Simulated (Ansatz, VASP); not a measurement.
**InP in VASP and in Ansatz**

```
In P
1.0
     0.00000    2.95379    2.95379
     2.95379    0.00000    2.95379
     2.95379    2.95379    0.00000
In P
1 1
Direct
  0.00000 0.00000 0.00000
  0.25000 0.25000 0.25000
```

Alike in both runs: task single point; functional r2SCANh; k mesh 6 × 6 × 6; no spin polarisation.

```csv
,VASP,Ansatz
version,VASP 6.6.1,Ansatz 0.2.0
potentials or method,"VASP PAW PBE potentials, release 64 (In_d, P)","plane waves, PAW"
plane-wave cutoff (eV),520,500
occupations,"gaussian, width 0.01 eV",fixed
valence electrons in the cell,18,18
```

|  | VASP | Ansatz | Ansatz less VASP |
| --- | --- | --- | --- |
| gap on the k mesh at the Fermi level (eV) | 1.50 | 1.49 | -0.019 |
| pressure (GPa) | -0.7 | -0.5 | +0.14 |

VASP's potentials were made for PBE, not for r2SCANh. Ansatz's warnings: stress exchange threshold loose, stress scf threshold loose.
